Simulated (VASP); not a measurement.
# Sb (P4_32_12) in VASP: notebook

Sb is run at these levels: PBE; tasks: single point.

Everything below comes from runs of VASP 6.6.1. Logs are shortened: lines on timing, memory, paths and dates and some standing lists are left out, and cuts for length are marked.

**1. The cell of the first run**

Symmetry: P4_32_12, No. 96, tetragonal system. Conventional cell: a = 7.469 Å, b = 7.469 Å, c = 4.016 Å, α = 90.00°, β = 90.00°, γ = 90.00°. Within 3.6 Å of Sb (site symmetry 2) lie 6 Sb at 2.70 to 2.88 Å. Within 3.6 Å of Sb (site symmetry 2) lie 4 Sb at 2.70 to 2.81 Å.

**2. Single point, PBE**

File INCAR:

```
SYSTEM = Sb
ALGO     = Normal         ! electronic algorithm
EDIFF    = 1E-6           ! SCF threshold, eV
ENCUT    = 520            ! plane-wave cutoff, eV
GGA      = PE             ! functional
ISIF     = 2              ! what is computed and relaxed
ISMEAR   = 0              ! smearing method
LASPH    = .TRUE.         ! aspherical terms in the spheres
LCHARG   = .FALSE.        ! write CHGCAR
LREAL    = .FALSE.        ! projectors in reciprocal space
LWAVE    = .FALSE.        ! write WAVECAR
NBANDS   = 30             ! bands
NELM     = 60             ! most SCF steps
PREC     = Accurate       ! precision mode
SIGMA    = 0.1            ! smearing width, eV
```

File KPOINTS:

```
k-points
0
G
  4 4 4
  0 0 0
```

File POSCAR:

```
Sb
1.0
    7.4694169200      0.0000000000      0.0000000000
    0.0000000000      7.4694169200      0.0000000000
    0.0000000000      0.0000000000      4.0160878400
Sb
8
Direct
    0.0978773800      0.0978773800      0.5000000000
    0.7158678200      0.7158678200      0.5000000000
    0.2841321800      0.2841321800      0.0000000000
    0.2158678200      0.7841321800      0.7500000000
    0.4021226200      0.5978773800      0.2500000000
    0.9021226200      0.9021226200      0.0000000000
    0.7841321800      0.2158678200      0.2500000000
    0.5978773800      0.4021226200      0.7500000000
```

Potentials or basis: VASP PAW PBE potentials, release 64 (Sb).

Started as:

```console
cat potpaw_PBE.64/Sb/POTCAR > POTCAR
mpirun -np 1 vasp_std > vasp.out
```

OUTCAR:

```text
SYSTEM = Sb
   EDIFF = 1E-6
   ENCUT = 520
   GGA = PE
   ISIF = 2
   ISMEAR = 0
   LASPH = .TRUE.
   LREAL = .FALSE.
   NELM = 60
   PREC = Accurate

 ion  position               nearest neighbor table
   1  0.098  0.098  0.500-   4 2.70   7 2.70   3 2.81   3 2.81   6 2.88   6 2.88
   2  0.716  0.716  0.500-   5 2.70   8 2.70   6 2.81   6 2.81
   3  0.284  0.284  0.000-   5 2.70   8 2.70   1 2.81   1 2.81
   4  0.216  0.784  0.750-   1 2.70   6 2.70   5 2.81   5 2.81
   5  0.402  0.598  0.250-   2 2.70   3 2.70   4 2.81   4 2.81   8 2.88   8 2.88
   6  0.902  0.902  0.000-   4 2.70   7 2.70   2 2.81   2 2.81   1 2.88   1 2.88
   7  0.784  0.216  0.250-   1 2.70   6 2.70   8 2.81   8 2.81
   8  0.598  0.402  0.750-   2 2.70   3 2.70   7 2.81   7 2.81   5 2.88   5 2.88

  LATTYP: Found a simple tetragonal cell.
 ALAT       =     7.4694169200
 C/A-ratio  =     0.5376708628

  Lattice vectors:

 A1 = (   7.4694169200,   0.0000000000,   0.0000000000)
 A2 = (   0.0000000000,   7.4694169200,   0.0000000000)
 A3 = (   0.0000000000,   0.0000000000,   4.0160878400)

Analysis of symmetry for initial positions (statically):
=====================================================================
 Subroutine PRICEL returns:
 Original cell was already a primitive cell.

 Routine SETGRP: Setting up the symmetry group for a
 simple tetragonal supercell.

 Subroutine GETGRP returns: Found  8 space group operations
 (whereof  2 operations were pure point group operations)
 out of a pool of 16 trial point group operations.

The static configuration has the point symmetry C_2 .
 The point group associated with its full space group is D_4 .

Analysis of symmetry for dynamics (positions and initial velocities):
=====================================================================
 Subroutine PRICEL returns:
 Original cell was already a primitive cell.

 Routine SETGRP: Setting up the symmetry group for a
 simple tetragonal supercell.

 Subroutine GETGRP returns: Found  8 space group operations
 (whereof  2 operations were pure point group operations)
 out of a pool of 16 trial point group operations.

The dynamic configuration has the point symmetry C_2 .
 The point group associated with its full space group is D_4 .

 Subroutine INISYM returns: Found  8 space group operations
 (whereof  2 operations are pure point group operations),
 and found     1 'primitive' translations

----------------------------------------------------------------------------------------

[... 103 lines left out ...]
   ISIF   =      2    stress and relaxation
   ISYM   =      2    0-nonsym 1-usesym 2-fastsym
   POTIM  = 0.5000    time-step for ionic-motion
   TEBEG  =    0.0;   TEEND  =   0.0 temperature during run
   PSTRESS=    0.0 pullay stress
   NELECT =      40.0000    total number of electrons
   NUPDOWN=      -1.0000    fix difference up-down
   EMIN   =  10.00;   EMAX   =-10.00  energy-range for DOS
   EFERMI =   0.00;   METHOD = LEGACY
   ISMEAR =     0;   SIGMA  =   0.10  broadening in eV -4-tet -1-fermi 0-gaus
   EFERMI_NEDOS =   21; number of points for ismear=-14 and -15
   IALGO  =     38    algorithm
   IMIX   =      4    mixing-type and parameters
     AMIX     =   0.40;   BMIX     =  1.00
     AMIX_MAG =   1.60;   BMIX_MAG =  1.00
  volume/ion in A,a.u.               =      28.01       189.01
  Fermi-wavevector in a.u.,A,eV,Ry     =   0.921798  1.741946 11.561038  0.849712
  Thomas-Fermi vector in A             =   2.047255
   LORBIT       =      0    0 simple, 1 ext, 2 COOP (PROOUT), +10 PAW based schemes
   GGA     = PE    functional components
   LHFCALC =     F    Hartree Fock is set to
   AEXX    =    0.0000 exact exchange contribution
   IVDW    =     0    specifies the selected vdW correction
   LEPSILON=     F    determine dielectric tensor
   LRPA    =     F    only Hartree local field effects (RPA)
 non-spin polarized calculation
 Gauss-broadening in eV      SIGMA  =   0.10
  energy-cutoff  :      520.00
  volume of cell :      224.07
 maximum number of plane-waves:      6068
 NGX is ok and might be reduce to    56
   NGX = 27   NGY = 27   NGZ = 15

 number of electron      40.0000003 magnetization

 Free energy of the ion-electron system (eV)
  ---------------------------------------------------
  ext. energy  EPLUGINS =         0.00000000
  ---------------------------------------------------
  free energy    TOTEN  =       -26.17809326 eV

  energy without entropy =      -26.15188657  energy(sigma->0) =      -26.16498992

 E-fermi :   8.2257     XC(G=0):  -9.6247

 val. band max:        8.1885208089   @ k =   0.5000   0.0000   0.2500
 cond. band min:       8.2375241808   @ k =   0.2500   0.2500   0.0000
 fundamental gap:      0.0490033719
 Fermi energy:         8.2257100305

 k-point     1 :       0.0000    0.0000    0.0000
  band No.  band energies     occupation
      1      -6.2797      2.00000
      2      -4.9137      2.00000
      3      -3.5096      2.00000
      4      -3.5096      2.00000
      5      -1.5731      2.00000
      6      -0.2791      2.00000
[... 583 lines left out ...]
     29      11.8852      0.00000
     30      11.8852      0.00000

------------------------ aborting loop because EDIFF is reached ----------------------------------------

  FORCE on cell =-STRESS in cart. coord.  units (eV):
  Direction    XX          YY          ZZ          XY          YZ          ZX
  --------------------------------------------------------------------------------------
  -------------------------------------------------------------------------------------
  Total       32.5744322     32.5744322     30.1781487      0.0000000      0.0000000     -0.0000000
  in kB      232.9221719    232.9221719    215.7876431      0.0000000      0.0000000     -0.0000000
  external PRESSURE =     227.2106623 kB  Pullay stress =       0.0000000 kB

 VOLUME and BASIS-vectors are now :
 -----------------------------------------------------------------------------
  energy-cutoff  :      520.00
  volume of cell :      224.07
      direct lattice vectors                 reciprocal lattice vectors
     7.469416920  0.000000000  0.000000000     0.133879259  0.000000000  0.000000000
     0.000000000  7.469416920  0.000000000     0.000000000  0.133879259  0.000000000
     0.000000000  0.000000000  4.016087840     0.000000000  0.000000000  0.248998538

 POSITION                                       TOTAL-FORCE (eV/Angst)
 -----------------------------------------------------------------------------------
      0.73109      0.73109      2.00804         1.479889      1.479889      0.000000
      5.34712      5.34712      2.00804         1.541746      1.541746      0.000000
      2.12230      2.12230      0.00000        -1.541746     -1.541746      0.000000
      1.61241      5.85701      3.01207         1.541746     -1.541746     -0.000000
      3.00362      4.46580      1.00402        -1.479889      1.479889      0.000000
      6.73833      6.73833      0.00000        -1.479889     -1.479889      0.000000
      5.85701      1.61241      1.00402        -1.541746      1.541746      0.000000
      4.46580      3.00362      3.01207         1.479889     -1.479889      0.000000
 -----------------------------------------------------------------------------------
    total drift:                               -0.000000      0.000000      0.000000

  FREE ENERGIE OF THE ION-ELECTRON SYSTEM (eV)
  ---------------------------------------------------
  free  energy   TOTEN  =       -26.1780932610 eV

  energy  without entropy=      -26.1518865719  energy(sigma->0) =      -26.16498992
```

OSZICAR:

```text
N       E                     dE             d eps       ncg     rms          rms(c)
DAV:   1     0.222341121707E+03    0.22234E+03   -0.13271E+04  1080   0.106E+03
DAV:   2    -0.826286848940E+01   -0.23060E+03   -0.22319E+03  1290   0.187E+02
DAV:   3    -0.259740120662E+02   -0.17711E+02   -0.17359E+02  1376   0.551E+01
DAV:   4    -0.263152584567E+02   -0.34125E+00   -0.33885E+00  1314   0.820E+00
DAV:   5    -0.263227050047E+02   -0.74465E-02   -0.74450E-02  1446   0.140E+00    0.870E+00
DAV:   6    -0.262150393671E+02    0.10767E+00   -0.73409E-02  1310   0.103E+00    0.530E+00
DAV:   7    -0.261781379411E+02    0.36901E-01   -0.13073E-01  1208   0.137E+00    0.279E-01
DAV:   8    -0.261779470043E+02    0.19094E-03   -0.14636E-02  1220   0.506E-01    0.105E-01
DAV:   9    -0.261780104942E+02   -0.63490E-04   -0.56882E-04  1368   0.114E-01    0.582E-02
DAV:  10    -0.261780860912E+02   -0.75597E-04   -0.14698E-04  1320   0.510E-02    0.975E-03
DAV:  11    -0.261780897118E+02   -0.36206E-05   -0.10539E-05  1342   0.136E-02    0.665E-03
DAV:  12    -0.261780927625E+02   -0.30507E-05   -0.75210E-06  1188   0.106E-02    0.459E-03
DAV:  13    -0.261780932610E+02   -0.49852E-06   -0.10352E-06   938   0.406E-03
   1 F= -.26178093E+02 E0= -.26164990E+02  d E =-.262067E-01
```

Wall time 49 s (1 thread of Intel Xeon Platinum 8559C (Emerald Rapids), shared host); peak memory 0.32 GiB.

What came out:

| Quantity | Value |
| --- | --- |
| Free energy | -26.1781 eV |
| Pressure | 22.7 GPa |
| Largest force | 2.180 eV/Å |
| Band gap on the k mesh | zero (band 20 reaches 9.14 eV, above the bottom of band 21 at 7.55 eV) |

Forces in eV/Å, atoms in the order of the input:
```
Sb   1.480  1.480  0.000
Sb   1.542  1.542  0.000
Sb  -1.542 -1.542  0.000
Sb   1.542 -1.542  0.000
Sb  -1.480  1.480  0.000
Sb  -1.480 -1.480  0.000
Sb  -1.542  1.542  0.000
Sb   1.480 -1.480  0.000
```

Levels at points of the mesh, in eV from the Fermi level:
```
           k point  band 18  band 19  band 20  band 21  band 22  band 23
(0.00, 0.00, 0.00)    -1.03    -0.67    -0.67     0.26     0.26     1.59
(0.50, 0.00, 0.00)    -0.65    -0.13    -0.13     0.15     0.15     0.50
(0.50, 0.50, 0.00)    -1.82    -1.41    -1.41     0.71     0.71     1.62
(0.00, 0.00, 0.50)    -2.91     0.92     0.92     1.40     1.40     1.74
(0.50, 0.00, 0.50)    -1.53    -1.44    -1.44    -0.68    -0.68     0.53
(0.50, 0.50, 0.50)    -1.38    -1.38    -1.38     1.19     1.19     1.19
```

Caveat: the k points lie up to 0.39 Å⁻¹ apart; spin-orbit coupling is left out, which moves the levels of the heavy elements; forces of over 1 eV/Å act on the atoms, so gaps and moduli don't describe the material at rest.

**3. Single point, PBE**

This run uses another cell than the first one, of 37.58 Å³/atom, 1.342 times its volume.

File INCAR:

```
SYSTEM = Sb
PREC     = Accurate       ! precision mode
ENCUT    = 520            ! plane-wave cutoff, eV
EDIFF    = 1E-7           ! SCF threshold, eV
ISMEAR   = 0              ! smearing method
SIGMA    = 0.1            ! smearing width, eV
LREAL    = .False.        ! projectors in reciprocal space
LASPH    = .True.         ! aspherical terms in the spheres
NELM     = 80             ! most SCF steps
ALGO     = Normal         ! electronic algorithm
ISIF     = 2              ! what is computed and relaxed
LWAVE    = .False.        ! write WAVECAR
LCHARG   = .False.        ! write CHGCAR
GGA      = PE             ! functional
NBANDS   = 30             ! bands
```

File KPOINTS:

```
regular mesh
0
Gamma
  4 4 4
  0 0 0
```

File POSCAR:

```
Sb
1.0
    8.2565782372      0.0000000000      0.0000000000
    0.0000000000      8.2565782372      0.0000000000
    0.0000000000      0.0000000000      4.4106367364
Sb
8
Direct
    0.1226627859      0.1226627859      0.5000000000
    0.7122457418      0.7122457418      0.5000000000
    0.2877542582      0.2877542582      0.0000000000
    0.2122457418      0.7877542582      0.7500000000
    0.3773372141      0.6226627859      0.2500000000
    0.8773372141      0.8773372141      0.0000000000
    0.7877542582      0.2122457418      0.2500000000
    0.6226627859      0.3773372141      0.7500000000
```

Potentials or basis: VASP PAW PBE potentials, release 64 (Sb).

Started as:

```console
cat potpaw_PBE.64/Sb/POTCAR > POTCAR
mpirun -np 1 vasp_std > vasp.out
```

It took 85 s on 1 thread of Intel Xeon Platinum 8559C (Emerald Rapids), shared host; peak memory 0.4 GiB.

Results (log left out):

| Quantity | Value |
| --- | --- |
| Free energy | -30.8788 eV |
| Pressure | 0.3 GPa |
| Largest force | 0.008 eV/Å |
| Band gap on the k mesh | zero (band 20 reaches 5.09 eV, above the bottom of band 21 at 4.47 eV) |

Forces in eV/Å, atoms in the order of the input:
```
Sb   0.001  0.001  0.000
Sb   0.005  0.005  0.000
Sb  -0.005 -0.005  0.000
Sb   0.005 -0.005  0.000
Sb  -0.001  0.001  0.000
Sb  -0.001 -0.001  0.000
Sb  -0.005  0.005  0.000
Sb   0.001 -0.001  0.000
```

Stress tensor (GPa, compression positive):
```
0.36 0.00 0.00
0.00 0.36 0.00
0.00 0.00 0.28
```

Levels at points of the mesh, in eV from the Fermi level:
```tsv
k point	band 17	band 18	band 19	band 20	band 21	band 22	band 23	band 24
(0.00, 0.00, 0.00)	-1.19	-0.80	-0.80	-0.66	0.76	0.76	0.98	1.14
(0.50, 0.00, 0.00)	-1.03	-1.03	-0.12	-0.12	0.38	0.38	1.08	1.08
(0.50, 0.50, 0.00)	-1.80	-1.80	-0.61	-0.61	1.22	1.22	1.37	1.37
(0.00, 0.00, 0.50)	-1.92	-1.92	0.27	0.27	0.77	0.77	1.19	1.19
(0.50, 0.00, 0.50)	-1.03	-1.03	-1.01	-1.01	-0.34	-0.34	1.01	1.01
(0.50, 0.50, 0.50)	-1.10	-1.10	-1.10	-1.10	0.66	0.66	0.66	0.66
```

Caveat: spin-orbit coupling is left out, which moves the levels of the heavy elements.
